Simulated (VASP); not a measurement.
# Mg9O8 (a cell with a defect) in VASP: relaxation of the atoms with PBE+D3(BJ)

Aim: the relaxation of the atoms of Mg9O8 (a cell with a defect) with PBE+D3(BJ).

Everything below comes from runs of VASP 6.6.1. Logs are shortened: lines on timing, memory, paths and dates and some standing lists are left out, and cuts for length are marked.

## Step 1: The cell of the first run

The cell holds a defect, 17 atoms: a = 5.975 Å, b = 5.975 Å, c = 5.975 Å, α = 60.00°, β = 60.00°, γ = 60.00°.

## Step 2: Relaxation of the atoms, PBE+D3(BJ)

File INCAR:

```
ALGO = Normal
EDIFF = 1E-7
EDIFFG = -0.03
ENCUT = 520
GGA = PE
IBRION = 2
ISIF = 2
ISMEAR = 0
IVDW = 12
LASPH = True
LCHARG = False
LREAL = Auto
LWAVE = False
NELM = 60
NSW = 80
PREC = Accurate
SIGMA = 0.02
```

File KPOINTS:

```
k-points
0
Gamma
  2 2 2
```

File POSCAR:

```
Mg9O8
1.0
    0.0000000000      4.2250000000      4.2250000000
    4.2250000000      0.0000000000      4.2250000000
    4.2250000000      4.2250000000      0.0000000000
Mg O
9 8
Direct
    0.0000000000      0.0000000000      0.0000000000
    0.0000000000      0.0000000000      0.5000000000
    0.0000000000      0.5000000000      0.0000000000
    0.0000000000      0.5000000000      0.5000000000
    0.5000000000      0.0000000000      0.0000000000
    0.5000000000      0.0000000000      0.5000000000
    0.5000000000      0.5000000000      0.0000000000
    0.5000000000      0.5000000000      0.5000000000
    0.6374757300      0.6303383400      0.6140422000
    0.2500000000      0.2500000000      0.2500000000
    0.2500000000      0.2500000000      0.7500000000
    0.2500000000      0.7500000000      0.2500000000
    0.2500000000      0.7500000000      0.7500000000
    0.7500000000      0.2500000000      0.2500000000
    0.7500000000      0.2500000000      0.7500000000
    0.7500000000      0.7500000000      0.2500000000
    0.7500000000      0.7500000000      0.7500000000
```

Potentials or basis: VASP PAW PBE potentials, release 64 (Mg, O).

The run is started by

```sh
$ cat potpaw_PBE.64/Mg/POTCAR potpaw_PBE.64/O/POTCAR > POTCAR
$ mpirun -np 1 vasp_std > vasp.out
```

OUTCAR:

```text
EDIFF = 1E-7
   EDIFFG = -0.03
   ENCUT = 520
   GGA = PE
   IBRION = 2
   ISIF = 2
   ISMEAR = 0
   IVDW = 12
   LASPH = True
   LREAL = Auto
   NELM = 60
   NSW = 80
   PREC = Accurate
 IVDW          = 12

 ion  position               nearest neighbor table
   1  0.000  0.000  0.000-  11 2.11  12 2.11  13 2.11  14 2.11  15 2.11  16 2.11   2 2.99   3 2.99
                             5 2.99   2 2.99   4 2.99   6 2.99   3 2.99   4 2.99   7 2.99   5 2.99
   2  0.000  0.000  0.500-  10 2.11  12 2.11  13 2.11  14 2.11  15 2.11  17 2.11   1 2.99   4 2.99
                             6 2.99   1 2.99   3 2.99   5 2.99   3 2.99   4 2.99   8 2.99   5 2.99
   3  0.000  0.500  0.000-  10 2.11  11 2.11  13 2.11  14 2.11  16 2.11  17 2.11   1 2.99   4 2.99
                             7 2.99   2 2.99   4 2.99   8 2.99   1 2.99   2 2.99   5 2.99   5 2.99
   4  0.000  0.500  0.500-   9 1.77  10 2.11  11 2.11  12 2.11  15 2.11  16 2.11  17 2.11   3 2.99
                             8 2.99   2 2.99   1 2.99   3 2.99   7 2.99   1 2.99   2 2.99   6 2.99
   5  0.500  0.000  0.000-  10 2.11  11 2.11  12 2.11  15 2.11  16 2.11  17 2.11   1 2.99   6 2.99
                             7 2.99   2 2.99   6 2.99   8 2.99   3 2.99   7 2.99   8 2.99   1 2.99
   6  0.500  0.000  0.500-   9 1.80  10 2.11  11 2.11  13 2.11  14 2.11  16 2.11  17 2.11   5 2.99
                             8 2.99   2 2.99   1 2.99   5 2.99   7 2.99   4 2.99   7 2.99   8 2.99
   7  0.500  0.500  0.000-   9 1.88  10 2.11  12 2.11  13 2.11  14 2.11  15 2.11  17 2.11   5 2.99
                             8 2.99   3 2.99   4 2.99   6 2.99   8 2.99   1 2.99   5 2.99   6 2.99
   8  0.500  0.500  0.500-   9 1.86  11 2.11  12 2.11  13 2.11  14 2.11  15 2.11  16 2.11   6 2.99
                             7 2.99   4 2.99   3 2.99   5 2.99   7 2.99   2 2.99   5 2.99   6 2.99
   9  0.637  0.630  0.614-   4 1.77  16 1.78  17 1.80   6 1.80  15 1.86   8 1.86   7 1.88  13 1.89
                             1 3.43   2 3.44   3 3.46   5 3.48   3 3.48   5 3.50   2 3.50   1 3.51
  10  0.250  0.250  0.250-   2 2.11   3 2.11   4 2.11   5 2.11   6 2.11   7 2.11
  11  0.250  0.250  0.750-   1 2.11   3 2.11   4 2.11   5 2.11   6 2.11   8 2.11
  12  0.250  0.750  0.250-   1 2.11   2 2.11   4 2.11   5 2.11   7 2.11   8 2.11
  13  0.250  0.750  0.750-   9 1.89   2 2.11   3 2.11   6 2.11   7 2.11   8 2.11   1 2.11
  14  0.750  0.250  0.250-   1 2.11   2 2.11   3 2.11   6 2.11   7 2.11   8 2.11
  15  0.750  0.250  0.750-   9 1.86   2 2.11   4 2.11   5 2.11   7 2.11   8 2.11   1 2.11
  16  0.750  0.750  0.250-   9 1.78   3 2.11   4 2.11   5 2.11   6 2.11   8 2.11   1 2.11
  17  0.750  0.750  0.750-   9 1.80   3 2.11   4 2.11   5 2.11   6 2.11   7 2.11   2 2.11

 -----------------------------------------------------------------------------
|                                                                             |
|           W    W    AA    RRRRR   N    N  II  N    N   GGGG   !!!           |
|           W    W   A  A   R    R  NN   N  II  NN   N  G    G  !!!           |
|           W    W  A    A  R    R  N N  N  II  N N  N  G       !!!           |
|           W WW W  AAAAAA  RRRRR   N  N N  II  N  N N  G  GGG   !            |
|           WW  WW  A    A  R   R   N   NN  II  N   NN  G    G                |
|           W    W  A    A  R    R  N    N  II  N    N   GGGG   !!!           |
|                                                                             |
|     The distance between some ions is very small. Please check the          |
|     nearest-neighbor list in the OUTCAR file.                               |
|     I HOPE YOU KNOW WHAT YOU ARE DOING!                                     |
|                                                                             |
 -----------------------------------------------------------------------------

[... 164 lines left out ...]
   EFERMI_NEDOS =   21; number of points for ismear=-14 and -15
   IALGO  =     38    algorithm
   IMIX   =      4    mixing-type and parameters
     AMIX     =   0.40;   BMIX     =  1.00
     AMIX_MAG =   1.60;   BMIX_MAG =  1.00
  volume/ion in A,a.u.               =       8.87        59.88
  Fermi-wavevector in a.u.,A,eV,Ry     =   1.242852  2.348650 21.016664  1.544681
  Thomas-Fermi vector in A             =   2.377188
   LORBIT       =      0    0 simple, 1 ext, 2 COOP (PROOUT), +10 PAW based schemes
   GGA     = PE    functional components
   LHFCALC =     F    Hartree Fock is set to
   AEXX    =    0.0000 exact exchange contribution
   IVDW    =    12    specifies the selected vdW correction
   LEPSILON=     F    determine dielectric tensor
   LRPA    =     F    only Hartree local field effects (RPA)
 conjugate gradient relaxation of ions
 non-spin polarized calculation
 Gauss-broadening in eV      SIGMA  =   0.02
  energy-cutoff  :      520.00
  volume of cell :      150.84
 maximum number of plane-waves:      4092
 NGX is ok and might be reduce to    48
   NGX = 23   NGY = 23   NGZ = 23

--------------------------------------- Ionic step        1  -------------------------------------------

 number of electron      66.0000039 magnetization

 Free energy of the ion-electron system (eV)
  ---------------------------------------------------
  ext. energy  EPLUGINS =         0.00000000
  ---------------------------------------------------
  free energy    TOTEN  =       -76.01622461 eV

  energy without entropy =      -76.01331925  energy(sigma->0) =      -76.01477193

------------------------ aborting loop because EDIFF is reached ----------------------------------------

 Edisp (eV)   -5.59330

 E8    (eV) :    -2.2162
[... 150 lines left out ...]
  FREE ENERGIE OF THE ION-ELECTRON SYSTEM (eV)
  ---------------------------------------------------
  free  energy   TOTEN  =       -87.4356683688 eV

  energy  without entropy=      -87.4316696357  energy(sigma->0) =      -87.43366900

[... ionic steps 4 to 21 ...]

--------------------------------------- Ionic step       22  -------------------------------------------

 number of electron      66.0000002 magnetization

------------------------ aborting loop because EDIFF is reached ----------------------------------------
[... 105 lines left out ...]
--------------------------------------- Ionic step       24  -------------------------------------------

 number of electron      66.0000001 magnetization

 Free energy of the ion-electron system (eV)
  ---------------------------------------------------
  ext. energy  EPLUGINS =         0.00000000
  ---------------------------------------------------
  free energy    TOTEN  =       -82.13863919 eV

  energy without entropy =      -82.13862246  energy(sigma->0) =      -82.13863083

 E-fermi :  10.1504     XC(G=0): -11.3946

 val. band max:       10.1050772583   @ k =   0.0000   0.0000   0.0000
 cond. band min:      10.1959284895   @ k =   0.5000   0.5000   0.5000
 fundamental gap:      0.0908512312
 Fermi energy:        10.1503983898

 k-point     1 :       0.0000    0.0000    0.0000
  band No.  band energies     occupation
      1     -13.7468      2.00000
      2     -12.5223      2.00000
      3     -12.5077      2.00000
      4     -12.4385      2.00000
      5     -12.3968      2.00000
      6     -12.2168      2.00000
[... 397 lines left out ...]
  FREE ENERGIE OF THE ION-ELECTRON SYSTEM (eV)
  ---------------------------------------------------
  free  energy   TOTEN  =       -87.7452431505 eV

  energy  without entropy=      -87.7452264240  energy(sigma->0) =      -87.74523479

 reached required accuracy - stopping structural energy minimisation
```

Wall time 48 min (1 thread of Intel Xeon Platinum 8375C at 2.90GHz (Ice Lake), shared host); peak memory 0.37 GiB.

What came out:

| Quantity | Value |
| --- | --- |
| Free energy | -87.7452 eV |
| Energy gained by relaxing | 360.9 meV/atom |
| Ionic steps | 24 |
| Pressure after relaxing | 34.1 GPa |
| Largest force after relaxing | 0.027 eV/Å |
| Band gap on the k mesh | zero (bands 33 and 34 overlap by 0.49 eV) |
| Dispersion energy per atom | -0.330 eV |

Forces on the atoms (eV/Å):
```
Mg  -0.009 -0.008 -0.004
Mg  -0.010 -0.008  0.009
Mg   0.002 -0.002  0.019
Mg  -0.015  0.015 -0.009
Mg  -0.001  0.001  0.015
Mg   0.011 -0.010 -0.022
Mg   0.001 -0.006 -0.001
Mg   0.012  0.005  0.006
Mg   0.010  0.009 -0.015
O   -0.014 -0.018 -0.001
O    0.017  0.014 -0.003
O    0.005 -0.006  0.006
O   -0.008  0.001  0.011
O   -0.005  0.003  0.008
O   -0.002 -0.005  0.012
O   -0.004  0.002 -0.024
O    0.010  0.013 -0.005
```

The path:
```tsv
step	energy change (eV)	largest force (eV/Å)	pressure (GPa)
1	0.0000	11.1895	38.46
2	-2.6221	9.5389	44.65
3	-5.8261	1.0243	37.07
4	-6.0232	0.6493	35.79
5	-6.0349	1.0416	35.46
6	-6.0904	0.3998	34.59
7	-6.0930	0.2893	34.75
8	-6.1119	0.1659	34.55
9	-6.1170	0.1833	34.43
10	-6.1194	0.1460	34.28
11	-6.1195	0.1391	34.31
12	-6.1220	0.0711	34.20
13	-6.1226	0.1457	34.14
14	-6.1248	0.1219	34.13
15	-6.1277	0.2003	34.12
16	-6.1291	0.1733	34.11
17	-6.1320	0.0969	34.09
18	-6.1304	0.1440	34.03
19	-6.1326	0.0952	34.07
20	-6.1335	0.0706	34.08
21	-6.1343	0.1108	34.10
22	-6.1350	0.0406	34.09
23	-6.1352	0.0549	34.09
24	-6.1357	0.0267	34.08
```

Final structure:
```
CELL_PARAMETERS angstrom
0.00000 4.22500 4.22500
4.22500 0.00000 4.22500
4.22500 4.22500 0.00000
ATOMIC_POSITIONS crystal
Mg 0.99799 0.99759 0.00384
Mg 0.99776 0.99736 0.50153
Mg 0.00174 0.49366 0.00227
Mg 0.07572 0.47482 0.47468
Mg 0.49356 0.00166 0.00233
Mg 0.47593 0.07443 0.47473
Mg 0.48331 0.48273 0.05452
Mg 0.48288 0.48232 0.47899
Mg 0.63931 0.63790 0.61034
O 0.24278 0.24232 0.24230
O 0.24284 0.24238 0.77250
O 0.24487 0.76975 0.24279
O 0.25129 0.74160 0.75372
O 0.77034 0.24440 0.24275
O 0.74156 0.25033 0.75425
O 0.74818 0.74899 0.22981
O 0.74742 0.74809 0.77271
```

Caveat: the k points lie up to 0.64 Å⁻¹ apart.

The gap in the log of VASP goes by the Fermi energy; the results here count the filled bands.